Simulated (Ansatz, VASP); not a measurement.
# Li: VASP beside Ansatz

File INCAR:

```
PREC = Accurate
ENCUT = 650
EDIFF = 1E-6
ISMEAR = -1
SIGMA = 0.48
LREAL = F
LASPH = T
NELM = 200
ALGO = Normal
ISIF = 2
LWAVE = F
LCHARG = F
ISPIN = 2
MAGMOM = 1
LORBIT = 11
GGA = PE
NBANDS = 12
GGA_COMPAT = F
```

KPOINTS

```
regular mesh
0
Gamma
  1 1 1
```

POSCAR

```
Li
1.0
    9.0000000000      0.0000000000      0.0000000000
    0.0000000000      9.3000000000      0.0000000000
    0.0000000000      0.0000000000      9.6000000000
Li
1
Direct
    0.4995663100      0.5033063800      0.5033308200
```

Input for Ansatz:

```yaml
crystal:
  lattice:
    - [9, 0, 0]
    - [0.0, 9.3, 0.0]
    - [0.0, 0.0, 9.6]
  atoms:
    - { symbol: Li, position: [0.49956631, 0.50330638, 0.50333082], spin: 1 }
kpoints:
  mp_grid: { grid: [1, 1, 1] }
hamiltonian:
  xc: pbe
  pseudopotentials: { kind: nc }
output:
  forces: true
magnetization:
  spin_polarized: true
scf:
  occupations: { method: fermi_dirac, width: "0.48 eV" }
```

Alike in both runs: task single point; functional PBE; k mesh 1 × 1 × 1; collinear spin.

|  | VASP | Ansatz |
| --- | --- | --- |
| version | VASP 6.6.1 | Ansatz 0.2 development build |
| potentials or method | VASP PAW PBE potentials, release 64 (Li_sv) | scalar-relativistic |
| plane-wave cutoff (eV) | 650 | 1034 |
| occupations | fermi-dirac, width 0.48 eV | fermi-dirac |

```tsv
	VASP	Ansatz	Ansatz less VASP
net moment per atom (μB)	0.00	0.00	0.000
```

Ansatz's warnings: seeded moment not kept.
